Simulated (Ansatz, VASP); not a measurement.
**Ga3SbN2 in VASP and in Ansatz**

```xyz
6
Lattice="5.8650 0.0000 0.0000 -2.9325 5.0793 0.0000 0.0000 0.0000 5.6480" Properties=species:S:1:pos:R:3 pbc="T T T"
Ga    2.9325    0.0000    2.8240
Ga   -1.4663    2.5396    2.8240
Ga    1.4663    2.5396    2.8240
Sb    0.0000    0.0000    0.0000
N     0.0000    0.0000    2.2365
N     0.0000    0.0000    3.4115
```

Alike in both runs: functional PBE; k mesh 6 × 6 × 8; occupations gaussian, width 0.1 eV; no spin polarisation.

Ansatz relaxed the structure, and its values are those at the end. VASP's run is a single point on that final structure, the one shown.

```csv
,VASP,Ansatz
version,VASP 6.6.1,Ansatz 0.2.0
potentials or method,"VASP PAW PBE potentials, release 64 (Ga_d, Sb, N), cutoff 520 eV","scalar-relativistic, plane waves, PAW"
valence electrons in the cell,54,64
```

Ansatz gave:

* gap on the k mesh at the Fermi level (eV): none
* pressure (GPa): 0.0
* rms of the force components (eV/Å): 0.000

Which values does VASP return?

gap on the k mesh at the Fermi level (eV): none; pressure (GPa): 0.1; rms of the force components (eV/Å): 0.195.

A gap of «none» marks a metal or a gap that the smearing closes. One of these differences is far larger than is usual between the two programs; its cause wasn't traced. VASP's potentials hold 54 valence electrons a cell and Ansatz's 64, so a difference there can come from the potentials and not from the codes.

Spin-orbit coupling is off throughout. Noted on VASP's run: the standard files for N, O and F lose accuracy on very short bonds.
